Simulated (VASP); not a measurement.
# BaTiO3 in VASP: further runs, part 2 of 2

VASP 6.6.1.

### 5 Single point, r2SCAN (strain +2.0%)

Input file POSCAR:

```
BaTiO3
1.0
    4.0739784504      0.0000000000      0.0000000000
    0.0000000000      4.0739784504      0.0000000000
    0.0000000000      0.0000000000      4.0739784504
Ba Ti O
1 1 3
Direct
    0.0000000000      0.0000000000      0.0000000000
    0.5000000000      0.5000000000      0.5000000000
    0.5000000000      0.5000000000      0.0000000000
    0.5000000000      0.0000000000      0.5000000000
    0.0000000000      0.5000000000      0.5000000000
```

Input file INCAR.step1:

```
PREC = Accurate
ENCUT = 520
ISMEAR = 0
SIGMA = 0.01
LREAL = F
LASPH = T
NELM = 80
NBANDS = 28
GGA = PE
ALGO = Normal
EDIFF = 1E-4
LWAVE = T
LCHARG = F
```

Input file INCAR.step2:

```
PREC = Accurate
ENCUT = 520
EDIFF = 1E-6
ISMEAR = 0
SIGMA = 0.01
LREAL = F
LASPH = T
NELM = 80
ALGO = Normal
ISIF = 2
LWAVE = F
LCHARG = F
METAGGA = R2SCAN
LMIXTAU = T
NBANDS = 28
ISTART = 1
```

Input file KPOINTS:

```
regular mesh
0
Gamma
  6 6 6
```

Run with:

```sh
$ cat potpaw_PBE.64/Ba_sv/POTCAR potpaw_PBE.64/Ti_sv/POTCAR potpaw_PBE.64/O/POTCAR > POTCAR
$ cp INCAR.step1 INCAR
$ mpirun -np 1 vasp_std > vasp.out
$ cp INCAR.step2 INCAR
$ mpirun -np 1 vasp_std > vasp.out
```

Wall time 2.1 min (1 thread of Intel Xeon 6975P-C, shared host); peak memory 0.2 GiB.

The run converged. Its results:

```yaml
Free_energy: -74.1572 eV
Pressure: -7.8 GPa
Band_gap_on_the_k_mesh: 2.01 eV, indirect (least direct gap 2.21 eV)
```

Levels at points of the mesh, in eV from the valence-band top:
```csv
k point,band 17,band 18,band 19,band 20,band 21,band 22,band 23,band 24
"(0.00, 0.00, 0.00)",-1.04,-0.20,-0.20,-0.20,2.01,2.01,2.01,3.80
"(0.50, 0.00, 0.00)",-1.76,-1.76,-0.74,-0.74,2.14,3.57,3.57,3.80
"(0.50, 0.50, 0.00)",-1.80,-0.91,-0.91,-0.08,3.57,3.57,3.99,4.64
"(0.50, 0.50, 0.50)",-2.43,0.00,0.00,0.00,4.20,4.20,4.20,7.17
```

Caveat: the cell differs from its parent crystal (strain +2.0%); the PAW data sets were made with another functional, which shifts forces and pressure a little; spin-orbit coupling is left out, which moves the levels of the heavy elements. A k mesh can miss the band edges.

### 6 Single point, PBE (uniaxial x strain -1.5%)

Input file INCAR:

```
SYSTEM = BaTiO3
PREC = Accurate
ENCUT = 520
EDIFF = 1E-6
ISMEAR = -1
SIGMA = 0.02
LREAL = .False.
LASPH = .True.
NELM = 80
ALGO = Normal
ISIF = 2
LWAVE = .False.
LCHARG = .False.
GGA = PE
NBANDS = 28
```

Input file KPOINTS:

```
Automatic mesh
0
Gamma
  6 6 6
  0 0 0
```

POSCAR, as its differences from that of step 5:

```diff
@@ -2,5 +2,5 @@
 1.0
-    4.0739784504      0.0000000000      0.0000000000
-    0.0000000000      4.0739784504      0.0000000000
-    0.0000000000      0.0000000000      4.0739784504
+    3.9341850722      0.0000000000      0.0000000000
+    0.0000000000      3.9940965200      0.0000000000
+    0.0000000000      0.0000000000      3.9940965200
 Ba Ti O
```

Potentials or basis: VASP PAW PBE potentials, release 64 (Ba_sv, Ti_sv, O).

Run with:

```sh
$ cat potpaw_PBE.64/Ba_sv/POTCAR potpaw_PBE.64/Ti_sv/POTCAR potpaw_PBE.64/O/POTCAR > POTCAR
$ mpirun -np 1 vasp_std > vasp.out
```

Wall time 72 s (1 thread of Intel Xeon 6975P-C, shared host); peak memory 0.22 GiB.

Results (log left out):

| Quantity | Value |
| --- | --- |
| Free energy | -39.9083 eV |
| Pressure | 8.0 GPa |
| Band gap on the k mesh | 1.75 eV, indirect (least direct gap 1.88 eV) |

Stress tensor (GPa, compression positive):
```
10.19  0.00  0.00
 0.00  6.85  0.00
 0.00  0.00  6.85
```

Levels at points of the mesh, in eV from the valence-band top:
```csv
k point,band 17,band 18,band 19,band 20,band 21,band 22,band 23,band 24
"(0.00, 0.00, 0.00)",-1.10,-0.14,-0.14,-0.12,1.75,1.78,1.78,3.98
"(0.50, 0.00, 0.00)",-1.98,-1.96,-0.74,-0.74,1.94,3.67,3.67,3.99
"(0.00, 0.50, 0.00)",-1.81,-1.81,-0.73,-0.71,1.95,3.53,3.54,4.07
"(0.50, 0.50, 0.00)",-1.72,-0.83,-0.83,-0.09,3.54,3.68,4.04,4.87
"(0.00, 0.50, 0.50)",-1.72,-0.96,-0.96,-0.14,3.55,3.55,3.96,5.03
"(0.50, 0.50, 0.50)",-2.31,-0.04,0.00,0.00,4.23,4.31,4.31,6.75
```

Caveat: the cell differs from its parent crystal (uniaxial x strain -1.5%); spin-orbit coupling is left out, which moves the levels of the heavy elements. A k mesh can miss the band edges.

### 7 Single point, PBE (uniaxial z strain -1.5%)

Input file INCAR:

```
SYSTEM = BaTiO3
PREC = Accurate
ENCUT = 520
EDIFF = 1E-7
ISMEAR = -1
SIGMA = 0.02
LREAL = .False.
LASPH = .True.
NELM = 60
ALGO = Normal
ISIF = 2
LWAVE = .False.
LCHARG = .True.
GGA = PE
LELF = .True.
LVHAR = .True.
NBANDS = 28
```

KPOINTS is that of step 6.

POSCAR, as its differences from that of step 6:

```diff
@@ -2,5 +2,5 @@
 1.0
-    3.9341850722      0.0000000000      0.0000000000
+    3.9940965200      0.0000000000      0.0000000000
     0.0000000000      3.9940965200      0.0000000000
-    0.0000000000      0.0000000000      3.9940965200
+    0.0000000000      0.0000000000      3.9341850722
 Ba Ti O
```

Potentials or basis: VASP PAW PBE potentials, release 64 (Ba_sv, Ti_sv, O).

Run with:

```sh
$ cat potpaw_PBE.64/Ba_sv/POTCAR potpaw_PBE.64/Ti_sv/POTCAR potpaw_PBE.64/O/POTCAR > POTCAR
$ mpirun -np 1 vasp_std > vasp.out
```

OUTCAR:

```text
SYSTEM = BaTiO3
   PREC = Accurate
   ENCUT = 520
   EDIFF = 1E-7
   ISMEAR = -1
   LREAL = .False.
   LASPH = .True.
   NELM = 60
   ISIF = 2
   GGA = PE

 ion  position               nearest neighbor table
   1  0.000  0.000  0.000-   4 2.80   5 2.80   4 2.80   5 2.80   5 2.80   5 2.80   4 2.80   4 2.80
                             3 2.82   3 2.82   3 2.82   3 2.82   2 3.44   2 3.44   2 3.44   2 3.44
   2  0.500  0.500  0.500-   3 1.97   3 1.97   5 2.00   4 2.00   4 2.00   5 2.00   1 3.44   1 3.44
                             1 3.44   1 3.44   1 3.44   1 3.44   1 3.44   1 3.44
   3  0.500  0.500  0.000-   2 1.97   2 1.97   1 2.82   1 2.82   1 2.82   1 2.82
   4  0.500  0.000  0.500-   2 2.00   2 2.00   1 2.80   1 2.80   1 2.80   1 2.80
   5  0.000  0.500  0.500-   2 2.00   2 2.00   1 2.80   1 2.80   1 2.80   1 2.80

  LATTYP: Found a simple tetragonal cell.
 ALAT       =     3.9940965200
 C/A-ratio  =     0.9850000000

  Lattice vectors:

 A1 = (   3.9940965200,   0.0000000000,   0.0000000000)
 A2 = (   0.0000000000,   3.9940965200,   0.0000000000)
 A3 = (   0.0000000000,   0.0000000000,   3.9341850722)

Analysis of symmetry for initial positions (statically):
=====================================================================
 Subroutine PRICEL returns:
 Original cell was already a primitive cell.

 Routine SETGRP: Setting up the symmetry group for a
 simple tetragonal supercell.

 Subroutine GETGRP returns: Found 16 space group operations
 (whereof 16 operations were pure point group operations)
 out of a pool of 16 trial point group operations.

The static configuration has the point symmetry D_4h.

Analysis of symmetry for dynamics (positions and initial velocities):
=====================================================================
 Subroutine PRICEL returns:
 Original cell was already a primitive cell.

 Routine SETGRP: Setting up the symmetry group for a
 simple tetragonal supercell.

 Subroutine GETGRP returns: Found 16 space group operations
 (whereof 16 operations were pure point group operations)
 out of a pool of 16 trial point group operations.

The dynamic configuration has the point symmetry D_4h.

 Subroutine INISYM returns: Found 16 space group operations
 (whereof 16 operations are pure point group operations),
 and found     1 'primitive' translations

----------------------------------------------------------------------------------------

                                     Primitive cell

  volume of cell :      62.7613

  direct lattice vectors                    reciprocal lattice vectors
     3.994096520  0.000000000  0.000000000     0.250369513  0.000000000  0.000000000
     0.000000000  3.994096520  0.000000000     0.000000000  0.250369513  0.000000000
     0.000000000  0.000000000  3.934185072     0.000000000  0.000000000  0.254182247

  length of vectors
     3.994096520  3.994096520  3.934185072     0.250369513  0.250369513  0.254182247

  position of ions in fractional coordinates (direct lattice)
     0.000000000  0.000000000  0.000000000
     0.500000000  0.500000000  0.500000000
     0.500000000  0.500000000  0.000000000
     0.500000000  0.000000000  0.500000000
     0.000000000  0.500000000  0.500000000

[... 31 lines left out ...]

 Found     40 irreducible k-points:

 Following reciprocal coordinates:
            Coordinates               Weight
  0.000000  0.000000  0.000000      1.000000
  0.166667  0.000000  0.000000      4.000000
  0.333333  0.000000  0.000000      4.000000
  0.500000  0.000000  0.000000      2.000000
  0.166667  0.166667  0.000000      4.000000
  0.333333  0.166667  0.000000      8.000000
[... 16 lines left out ...]
  0.333333  0.000000  0.333333      8.000000
  0.500000  0.000000  0.333333      4.000000
 [... further k-points ...]
   k-points           NKPTS =     40   k-points in BZ     NKDIM =     40   number of bands    NBANDS=     28
   number of dos      NEDOS =    301   number of ions     NIONS =      5
   total plane-waves  NPLWV =  27000
   dimension x,y,z NGX =    30 NGY =   30 NGZ =   30
   dimension x,y,z NGXF=    60 NGYF=   60 NGZF=   60
   ions per type =               1   1   3
   NGX,Y,Z   is equivalent  to a cutoff of  12.49, 12.49, 12.68 a.u.
   NGXF,Y,Z  is equivalent  to a cutoff of  24.97, 24.97, 25.35 a.u.
 SYSTEM =  BaTiO3
   PREC   = accura    normal or accurate (medium, high low for compatibility)
   ISTART =      0    job   : 0-new  1-cont  2-samecut
   ICHARG =      2    charge: 1-file 2-atom 10-const
   ISPIN  =      1    spin polarized calculation?
   LNONCOLLINEAR =      F non collinear calculations
   LSORBIT =      F    spin-orbit coupling
   LASPH  =      T    aspherical Exc in radial PAW
   ENCUT  =  520.0 eV  38.22 Ry    6.18 a.u.   7.43  7.43  7.31*2*pi/ulx,y,z
   NELM   =     60;   NELMIN=  2; NELMDL= -5     # of ELM steps
   EDIFF  = 0.1E-06   stopping-criterion for ELM
   LREAL  =      F    real-space projection
   EDIFFG = 0.1E-05   stopping-criterion for IOM
   NSW    =      0    number of steps for IOM
   IBRION =     -1    ionic relax: 0-MD 1-quasi-New 2-CG
   NFREE  =      0    steps in history (QN), initial steepest desc. (CG)
   ISIF   =      2    stress and relaxation
   ISYM   =      2    0-nonsym 1-usesym 2-fastsym
   POTIM  = 0.5000    time-step for ionic-motion
   TEBEG  =    0.0;   TEEND  =   0.0 temperature during run
   PSTRESS=    0.0 pullay stress
   NELECT =      40.0000    total number of electrons
   NUPDOWN=      -1.0000    fix difference up-down
   EMIN   =  10.00;   EMAX   =-10.00  energy-range for DOS
   EFERMI =   0.00;   METHOD = LEGACY
   ISMEAR =    -1;   SIGMA  =   0.02  broadening in eV -4-tet -1-fermi 0-gaus
   EFERMI_NEDOS =   21; number of points for ismear=-14 and -15
   IALGO  =     38    algorithm
   IMIX   =      4    mixing-type and parameters
     AMIX     =   0.40;   BMIX     =  1.00
     AMIX_MAG =   1.60;   BMIX_MAG =  1.00
  volume/ion in A,a.u.               =      12.55        84.71
  Fermi-wavevector in a.u.,A,eV,Ry     =   1.408848  2.662337 27.005567  1.984853
  Thomas-Fermi vector in A             =   2.530964
   LORBIT       =      0    0 simple, 1 ext, 2 COOP (PROOUT), +10 PAW based schemes
   GGA     = PE    functional components
   LHFCALC =     F    Hartree Fock is set to
   AEXX    =    0.0000 exact exchange contribution
   IVDW    =     0    specifies the selected vdW correction
   LEPSILON=     F    determine dielectric tensor
   LRPA    =     F    only Hartree local field effects (RPA)
 non-spin polarized calculation
  energy-cutoff  :      520.00
  volume of cell :       62.76
 maximum number of plane-waves:      1727
 NGX is ok and might be reduce to    30
   NGX = 15   NGY = 15   NGZ = 15

 number of electron      39.9999981 magnetization

 Free energy of the ion-electron system (eV)
  ---------------------------------------------------
  ext. energy  EPLUGINS =         0.00000000
  ---------------------------------------------------
  free energy    TOTEN  =       -39.90830748 eV

  energy without entropy =      -39.90830748  energy(sigma->0) =      -39.90830748

 E-fermi :   4.5352     XC(G=0): -11.3735

 val. band max:        4.0146590001   @ k =   0.5000   0.5000   0.5000
 cond. band min:       5.7686404321   @ k =   0.0000   0.0000   0.0000
 fundamental gap:      1.7539814320
 Fermi energy:         4.5352163423

 k-point     1 :       0.0000    0.0000    0.0000
  band No.  band energies     occupation
      1     -52.5466      2.00000
      2     -28.7754      2.00000
      3     -28.7671      2.00000
      4     -28.7671      2.00000
      5     -20.7648      2.00000
      6     -12.9483      2.00000
[... 733 lines left out ...]
     27      12.3450      0.00000
     28      13.7065      0.00000

 [... further k-points ...]

------------------------ aborting loop because EDIFF is reached ----------------------------------------

  FORCE on cell =-STRESS in cart. coord.  units (eV):
  Direction    XX          YY          ZZ          XY          YZ          ZX
  --------------------------------------------------------------------------------------
  -------------------------------------------------------------------------------------
  Total        2.6872246      2.6872246      3.9979394      0.0000000      0.0000000      0.0000000
  in kB       68.5997679     68.5997679    102.0598418      0.0000000      0.0000000      0.0000000
  external PRESSURE =      79.7531259 kB  Pullay stress =       0.0000000 kB

 VOLUME and BASIS-vectors are now :
 -----------------------------------------------------------------------------
  energy-cutoff  :      520.00
  volume of cell :       62.76
      direct lattice vectors                 reciprocal lattice vectors
     3.994096520  0.000000000  0.000000000     0.250369513  0.000000000  0.000000000
     0.000000000  3.994096520  0.000000000     0.000000000  0.250369513  0.000000000
     0.000000000  0.000000000  3.934185072     0.000000000  0.000000000  0.254182247

 POSITION                                       TOTAL-FORCE (eV/Angst)
 -----------------------------------------------------------------------------------
      0.00000      0.00000      0.00000         0.000000      0.000000      0.000000
      1.99705      1.99705      1.96709         0.000000      0.000000      0.000000
      1.99705      1.99705      0.00000         0.000000      0.000000      0.000000
      1.99705      0.00000      1.96709         0.000000      0.000000      0.000000
      0.00000      1.99705      1.96709         0.000000      0.000000      0.000000
 -----------------------------------------------------------------------------------
    total drift:                                0.000000      0.000000     -0.000000

  FREE ENERGIE OF THE ION-ELECTRON SYSTEM (eV)
  ---------------------------------------------------
  free  energy   TOTEN  =       -39.9083074800 eV

  energy  without entropy=      -39.9083074800  energy(sigma->0) =      -39.90830748
```

stdout:

```text
POSCAR found type information on POSCAR BaTiO
 POSCAR found :  3 types and       5 ions
 scaLAPACK will be used
 LDA part: xc-table for (Slater+PW92), standard interpolation
 POSCAR, INCAR and KPOINTS ok, starting setup
 FFT: planning ... GRIDC
 FFT: planning ... GRID_SOFT
 FFT: planning ... GRID
 WAVECAR not read
 entering main loop
```

It took 81 s on 1 thread of Intel Xeon 6975P-C, shared host; peak memory 0.22 GiB.

Results:

| Item | Value |
| --- | --- |
| Free energy | -39.9083 eV |
| Pressure | 8.0 GPa |
| Band gap on the k mesh | 1.75 eV, indirect (least direct gap 1.88 eV) |

Levels at points of the mesh, in eV from the valence-band top:
```
           k point  band 18  band 19  band 20  band 21  band 22  band 23
(0.00, 0.00, 0.00)    -0.14    -0.14    -0.13     1.75     1.78     1.78
(0.50, 0.00, 0.00)    -1.81    -0.73    -0.71     1.95     3.53     3.54
(0.50, 0.50, 0.00)    -0.96    -0.96    -0.14     3.55     3.55     3.95
(0.00, 0.00, 0.50)    -1.96    -0.74    -0.74     1.94     3.67     3.67
(0.50, 0.00, 0.50)    -0.83    -0.83    -0.09     3.54     3.68     4.04
(0.50, 0.50, 0.50)    -0.04     0.00     0.00     4.23     4.31     4.31
```

Caveat: the cell differs from its parent crystal (uniaxial z strain -1.5%); spin-orbit coupling is left out, which moves the levels of the heavy elements.

### 8 The runs side by side

| level | cell | smearing | gap on the mesh (eV) | pressure (GPa) |
| --- | --- | --- | --- | --- |
| PBE | a = 4.074 Å, 5 atoms | fermi-dirac 0.02 eV | 1.64 | -4.6 |
| r2SCAN | a = 3.874 Å, 5 atoms | gaussian 0.01 eV | 2.36 | 23.0 |
| r2SCAN | a = 3.994 Å, 5 atoms | gaussian 0.01 eV | 2.15 | 2.0 |
| r2SCAN | a = 4.074 Å, 5 atoms | gaussian 0.01 eV | 2.01 | -7.8 |
| PBE | a = 3.934, b = 3.994, c = 3.994 Å, 5 atoms | fermi-dirac 0.02 eV | 1.75 | 8.0 |
| PBE | a = 3.994, b = 3.994, c = 3.934 Å, 5 atoms | fermi-dirac 0.02 eV | 1.75 | 8.0 |

Alike in all rows: task single point; potentials or basis VASP PAW PBE potentials, release 64 (Ba_sv, Ti_sv, O); no spin polarisation; k mesh 6 × 6 × 6; cutoff (eV) 520.

Caveats: spin-orbit coupling is left out, which moves the levels of the heavy elements; the PAW data sets were made with another functional, which shifts forces and pressure a little (some runs).

Absolute energies hang on the potentials; compare differences alone.
